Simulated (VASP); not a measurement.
# BN (F-43m) in VASP: further runs

BN is run at these levels: PBEsol, PBE+D3(BJ); tasks: single point.

All numbers are computed with VASP 6.6.1; they aren't measurements. Logs are shortened: lines on timing, memory, paths and dates and some standing lists are left out, and cuts for length are marked.

## Step 1: The cell of the first run

The structure is cubic, space group F-43m (No. 216). The conventional cell has a = 3.557 Å, b = 3.557 Å, c = 3.557 Å, α = 90.00°, β = 90.00°, γ = 90.00°. Within 2.1 Å of B (site symmetry -43m) lie 4 N at 1.54 Å. Within 2.1 Å of N (site symmetry -43m) lie 4 B at 1.54 Å.

## Step 2: Single point, PBEsol (5.63 Å³/atom)

Contents of INCAR:

```
  PREC = Accurate
  ENCUT = 600
  EDIFF = 1E-6
  ISMEAR = 0
  SIGMA = 0.05
  LREAL = F
  LASPH = T
  NELM = 120
  ALGO = Normal
  ISIF = 2
  LWAVE = F
  LCHARG = F
  GGA = PS
  NBANDS = 11
  GGA_COMPAT = F
```

Contents of KPOINTS:

```
Automatic mesh
0
Gamma
  12 12 12
```

Contents of POSCAR:

```
BN
1.0
    0.0000000000      1.7784471197      1.7784471197
    1.7784471197      0.0000000000      1.7784471197
    1.7784471197      1.7784471197      0.0000000000
B N
1 1
Direct
    0.0000000000      0.0000000000      0.0000000000
    0.7500000000      0.7500000000      0.7500000000
```

Potentials or basis: VASP PAW PBE potentials, release 64 (B, N).

Launch:

```sh
$ cat potpaw_PBE.64/B/POTCAR potpaw_PBE.64/N/POTCAR > POTCAR
$ mpirun -np 1 vasp_std > vasp.out
```

OUTCAR:

```text
PREC = Accurate
   ENCUT = 600
   EDIFF = 1E-6
   ISMEAR = 0
   LREAL = F
   LASPH = T
   NELM = 120
   ISIF = 2
   GGA = PS

 ion  position               nearest neighbor table
   1  0.000  0.000  0.000-   2 1.54   2 1.54   2 1.54   2 1.54
   2  0.750  0.750  0.750-   1 1.54   1 1.54   1 1.54   1 1.54

  LATTYP: Found a face centered cubic cell.
 ALAT       =     3.5568942394

  Lattice vectors:

 A1 = (   0.0000000000,   1.7784471197,   1.7784471197)
 A2 = (   1.7784471197,   0.0000000000,   1.7784471197)
 A3 = (   1.7784471197,   1.7784471197,   0.0000000000)

Analysis of symmetry for initial positions (statically):
=====================================================================
 Subroutine PRICEL returns:
 Original cell was already a primitive cell.

 Routine SETGRP: Setting up the symmetry group for a
 face centered cubic supercell.

 Subroutine GETGRP returns: Found 24 space group operations
 (whereof 24 operations were pure point group operations)
 out of a pool of 48 trial point group operations.

The static configuration has the point symmetry T_d .

Analysis of symmetry for dynamics (positions and initial velocities):
=====================================================================
 Subroutine PRICEL returns:
 Original cell was already a primitive cell.

 Routine SETGRP: Setting up the symmetry group for a
 face centered cubic supercell.

 Subroutine GETGRP returns: Found 24 space group operations
 (whereof 24 operations were pure point group operations)
 out of a pool of 48 trial point group operations.

The dynamic configuration has the point symmetry T_d .

 Subroutine INISYM returns: Found 24 space group operations
 (whereof 24 operations are pure point group operations),
 and found     1 'primitive' translations

----------------------------------------------------------------------------------------

                                     Primitive cell

  volume of cell :      11.2500

  direct lattice vectors                    reciprocal lattice vectors
     0.000000000  1.778447120  1.778447120    -0.281144148  0.281144148  0.281144148
     1.778447120  0.000000000  1.778447120     0.281144148 -0.281144148  0.281144148
     1.778447120  1.778447120  0.000000000     0.281144148  0.281144148 -0.281144148

  length of vectors
     2.515104037  2.515104037  2.515104037     0.486955948  0.486955948  0.486955948

  position of ions in fractional coordinates (direct lattice)
     0.000000000  0.000000000  0.000000000
     0.750000000  0.750000000  0.750000000

  ion indices of the primitive-cell ions
   primitive index   ion index
                 1           1
                 2           2

----------------------------------------------------------------------------------------

 KPOINTS: Automatic mesh

Automatic generation of k-mesh.
 Grid dimensions read from file:
 generate k-points for:   12   12   12

 Generating k-lattice:

  Cartesian coordinates                     Fractional coordinates (reciprocal lattice)
    -0.023428679  0.023428679  0.023428679     0.083333333  0.000000000  0.000000000
     0.023428679 -0.023428679  0.023428679     0.000000000  0.083333333  0.000000000
     0.023428679  0.023428679 -0.023428679     0.000000000  0.000000000  0.083333333

  Length of vectors
     0.040579662  0.040579662  0.040579662

  Shift w.r.t. Gamma in fractional coordinates (k-lattice)
     0.000000000  0.000000000  0.000000000

 Subroutine IBZKPT returns following result:
 ===========================================

 Found     72 irreducible k-points:

 Following reciprocal coordinates:
            Coordinates               Weight
  0.000000  0.000000  0.000000      1.000000
  0.083333  0.000000  0.000000      8.000000
  0.166667  0.000000  0.000000      8.000000
  0.250000  0.000000  0.000000      8.000000
  0.333333  0.000000  0.000000      8.000000
  0.416667  0.000000  0.000000      8.000000
[... 16 lines left out ...]
  0.500000  0.166667  0.000000     24.000000
 -0.416667  0.166667  0.000000     24.000000
 [... further k-points ...]
   k-points           NKPTS =     72   k-points in BZ     NKDIM =     72   number of bands    NBANDS=     11
   number of dos      NEDOS =    301   number of ions     NIONS =      2
   total plane-waves  NPLWV =   8000
   dimension x,y,z NGX =    20 NGY =   20 NGZ =   20
   dimension x,y,z NGXF=    40 NGYF=   40 NGZF=   40
   ions per type =               1   1
   NGX,Y,Z   is equivalent  to a cutoff of  13.22, 13.22, 13.22 a.u.
   NGXF,Y,Z  is equivalent  to a cutoff of  26.44, 26.44, 26.44 a.u.
 SYSTEM =  unknown system
   PREC   = accura    normal or accurate (medium, high low for compatibility)
   ISTART =      0    job   : 0-new  1-cont  2-samecut
   ICHARG =      2    charge: 1-file 2-atom 10-const
   ISPIN  =      1    spin polarized calculation?
   LNONCOLLINEAR =      F non collinear calculations
   LSORBIT =      F    spin-orbit coupling
   LASPH  =      T    aspherical Exc in radial PAW
   ENCUT  =  600.0 eV  44.10 Ry    6.64 a.u.   5.02  5.02  5.02*2*pi/ulx,y,z
   NELM   =    120;   NELMIN=  2; NELMDL= -5     # of ELM steps
   EDIFF  = 0.1E-05   stopping-criterion for ELM
   LREAL  =      F    real-space projection
   EDIFFG = 0.1E-04   stopping-criterion for IOM
   NSW    =      0    number of steps for IOM
   IBRION =     -1    ionic relax: 0-MD 1-quasi-New 2-CG
   NFREE  =      0    steps in history (QN), initial steepest desc. (CG)
   ISIF   =      2    stress and relaxation
   ISYM   =      2    0-nonsym 1-usesym 2-fastsym
   POTIM  = 0.5000    time-step for ionic-motion
   TEBEG  =    0.0;   TEEND  =   0.0 temperature during run
   PSTRESS=    0.0 pullay stress
   NELECT =       8.0000    total number of electrons
   NUPDOWN=      -1.0000    fix difference up-down
   EMIN   =  10.00;   EMAX   =-10.00  energy-range for DOS
   EFERMI =   0.00;   METHOD = LEGACY
   ISMEAR =     0;   SIGMA  =   0.05  broadening in eV -4-tet -1-fermi 0-gaus
   EFERMI_NEDOS =   21; number of points for ismear=-14 and -15
   IALGO  =     38    algorithm
   IMIX   =      4    mixing-type and parameters
     AMIX     =   0.40;   BMIX     =  1.00
     AMIX_MAG =   1.60;   BMIX_MAG =  1.00
  volume/ion in A,a.u.               =       5.63        37.96
  Fermi-wavevector in a.u.,A,eV,Ry     =   1.461237  2.761337 29.051328  2.135212
  Thomas-Fermi vector in A             =   2.577592
   LORBIT       =      0    0 simple, 1 ext, 2 COOP (PROOUT), +10 PAW based schemes
   GGA     = PS    functional components
   LHFCALC =     F    Hartree Fock is set to
   AEXX    =    0.0000 exact exchange contribution
   IVDW    =     0    specifies the selected vdW correction
   LEPSILON=     F    determine dielectric tensor
   LRPA    =     F    only Hartree local field effects (RPA)
 non-spin polarized calculation
 Gauss-broadening in eV      SIGMA  =   0.05
  energy-cutoff  :      600.00
  volume of cell :       11.25
 maximum number of plane-waves:       388
   NGX =  9   NGY =  9   NGZ =  9

 number of electron       7.9999998 magnetization

 Free energy of the ion-electron system (eV)
  ---------------------------------------------------
  ext. energy  EPLUGINS =         0.00000000
  ---------------------------------------------------
  free energy    TOTEN  =       -18.32387547 eV

  energy without entropy =      -18.32387547  energy(sigma->0) =      -18.32387547

 E-fermi :   8.1943     XC(G=0): -13.2552

 val. band max:        7.9738544751   @ k =   0.0000   0.0000   0.0000
 cond. band min:      12.2992762623   @ k =   0.5000   0.5000   0.0000
 fundamental gap:      4.3254217872
 Fermi energy:         8.1942966447

 k-point     1 :       0.0000    0.0000    0.0000
  band No.  band energies     occupation
      1     -12.8446      2.00000
      2       7.9739      2.00000
      3       7.9739      2.00000
      4       7.9739      2.00000
      5      16.9634      0.00000
      6      16.9634      0.00000
      7      16.9634      0.00000
      8      19.0377      0.00000
      9      33.4054      0.00000
     10      36.2662      0.00000
     11      36.2662      0.00000

 k-point     2 :       0.0833    0.0000    0.0000
  band No.  band energies     occupation
      1     -12.6682      2.00000
      2       7.0235      2.00000
      3       7.7813      2.00000
      4       7.7813      2.00000
      5      17.2329      0.00000
      6      17.2544      0.00000
      7      17.2544      0.00000
      8      19.5742      0.00000
      9      33.0459      0.00000
     10      33.8733      0.00000
     11      33.8733      0.00000

 k-point     3 :       0.1667    0.0000    0.0000
  band No.  band energies     occupation
      1     -12.1443      2.00000
      2       4.8367      2.00000
      3       7.3155      2.00000
      4       7.3155      2.00000
      5      17.6612      0.00000
      6      17.9246      0.00000
      7      17.9246      0.00000
      8      20.8469      0.00000
      9      32.2565      0.00000
     10      32.2565      0.00000
     11      32.2994      0.00000

 k-point     4 :       0.2500    0.0000    0.0000
  band No.  band energies     occupation
      1     -11.2949      2.00000
      2       2.2636      2.00000
      3       6.7807      2.00000
      4       6.7807      2.00000
      5      18.0606      0.00000
      6      18.5482      0.00000
      7      18.5482      0.00000
      8      22.1001      0.00000
      9      31.7342      0.00000
     10      31.8613      0.00000
     11      31.8613      0.00000
[... 239 lines left out ...]
 k-point    22 :       0.4167    0.1667    0.0000
  band No.  band energies     occupation
      1      -9.2261      2.00000
      2      -0.5624      2.00000
      3       4.7037      2.00000
      4       4.8438      2.00000
      5      16.5919      0.00000
      6      20.8807      0.00000
      7      21.2073      0.00000
      8      22.1625      0.00000
      9      28.7714      0.00000
     10      35.0267      0.00000
     11      36.9734      0.00000

 k-point    23 :       0.5000    0.1667    0.0000
  band No.  band energies     occupation
      1      -8.1677      2.00000
      2      -2.2369      2.00000
      3       4.0857      2.00000
      4       4.9246      2.00000
      5      16.9297      0.00000
      6      20.8603      0.00000
      7      20.9288      0.00000
      8      23.5368      0.00000
      9      29.1432      0.00000
     10      35.2545      0.00000
     11      36.1722      0.00000

 k-point    24 :      -0.4167    0.1667    0.0000
  band No.  band energies     occupation
      1      -7.9587      2.00000
      2      -2.5343      2.00000
      3       3.6586      2.00000
      4       5.2604      2.00000
      5      17.3911      0.00000
      6      20.5105      0.00000
      7      20.7258      0.00000
      8      24.2109      0.00000
      9      29.4369      0.00000
     10      33.7728      0.00000
     11      35.5287      0.00000

 [... further k-points ...]
[... 5 lines left out ...]
  --------------------------------------------------------------------------------------
  -------------------------------------------------------------------------------------
  Total        1.2259013      1.2259013      1.2259013      0.0000000      0.0000000      0.0000000
  in kB      174.5875347    174.5875347    174.5875347      0.0000000      0.0000000      0.0000000
  external PRESSURE =     174.5875347 kB  Pullay stress =       0.0000000 kB

 VOLUME and BASIS-vectors are now :
 -----------------------------------------------------------------------------
  energy-cutoff  :      600.00
  volume of cell :       11.25
      direct lattice vectors                 reciprocal lattice vectors
     0.000000000  1.778447120  1.778447120    -0.281144148  0.281144148  0.281144148
     1.778447120  0.000000000  1.778447120     0.281144148 -0.281144148  0.281144148
     1.778447120  1.778447120  0.000000000     0.281144148  0.281144148 -0.281144148

 POSITION                                       TOTAL-FORCE (eV/Angst)
 -----------------------------------------------------------------------------------
      0.00000      0.00000      0.00000        -0.000000     -0.000000     -0.000000
      2.66767      2.66767      2.66767         0.000000      0.000000      0.000000
 -----------------------------------------------------------------------------------
    total drift:                               -0.000000     -0.000000     -0.000000

  FREE ENERGIE OF THE ION-ELECTRON SYSTEM (eV)
  ---------------------------------------------------
  free  energy   TOTEN  =       -18.3238754724 eV

  energy  without entropy=      -18.3238754724  energy(sigma->0) =      -18.32387547
```

It took 17 s on 1 thread of Intel Xeon 8259CL, shared host; peak memory 0.12 GiB.

Results:

```yaml
Free_energy: -18.3239 eV
Pressure: 17.5 GPa
Band_gap_on_the_k_mesh: 4.33 eV (least direct gap 8.99 eV)
```

Caveat: the cell stands under pressure; the PAW data sets were made with another functional, which shifts forces and pressure a little.

(Continued in part 2 of 2.)
